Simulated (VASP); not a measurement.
Ag: relaxation of cell and atoms with PBE

Ag:

```
CELL_PARAMETERS angstrom
0.00000 1.99199 1.99199
1.99199 0.00000 1.99199
1.99199 1.99199 0.00000
ATOMIC_POSITIONS crystal
Ag 0.00000 0.00000 0.00000
```

| Property | Result |
| --- | --- |
| Program | VASP 6.6.1 |
| Task | relaxation of cell and atoms |
| Functional | PBE |
| Potentials or basis | VASP PAW PBE potentials, release 64 (Ag) |
| Cutoff | 600 eV |
| k mesh | 17 × 17 × 17 |
| Occupations | fermi-dirac, width 0.05 eV |
| Spin | no spin polarisation |
| Target pressure | 15 GPa |
| Dipole correction | no |
| Further INCAR settings | ALGO = Normal; EDIFF = 1e-06; IBRION = 2; EDIFFG = -0.005; NSW = 60; ISIF = 3 |

The relaxed volume is 15.82 Å³/atom, the relaxed cell is a = 2.818 Å, b = 2.818 Å, c = 2.818 Å, α = 60.00°, β = 60.00°, γ = 60.00° and the space group after relaxing (to 0.05 Å) is Fm-3m (No. 225). The energy change on relaxing (the enthalpy is what falls) is -1.5 meV/atom. The ionic steps are 3. The pressure after relaxing is 15.0 GPa.

Step by step:
```
step  energy change (eV)  largest force (eV/Å)  pressure (GPa)  volume (Å³)
   1              0.0000                0.0000           15.19        15.81
   2             -0.0039                0.0000           14.75        15.85
   3             -0.0015                0.0000           14.98        15.82
```

Final structure:
```
Ag
1.0
     0.00000    1.99266    1.99266
     1.99266    0.00000    1.99266
     1.99266    1.99266    0.00000
Ag
1
Direct
  0.00000 0.00000 0.00000
```

Levels at points of the mesh, in eV from the Fermi level:
| k point | band 4 | band 5 | band 6 | band 7 | band 8 | band 9 |
| --- | --- | --- | --- | --- | --- | --- |
| (0.00, 0.00, 0.00) | -5.23 | -4.05 | -4.05 | 16.04 | 20.06 | 20.06 |

Run time: 20 s on 1 thread of Intel(R) Xeon(R) 6975P-C (Granite Rapids), with other jobs on the host, peak memory 0.16 GiB.

Caveat: the cell is relaxed towards a set pressure, so the enthalpy falls and the energy may rise.
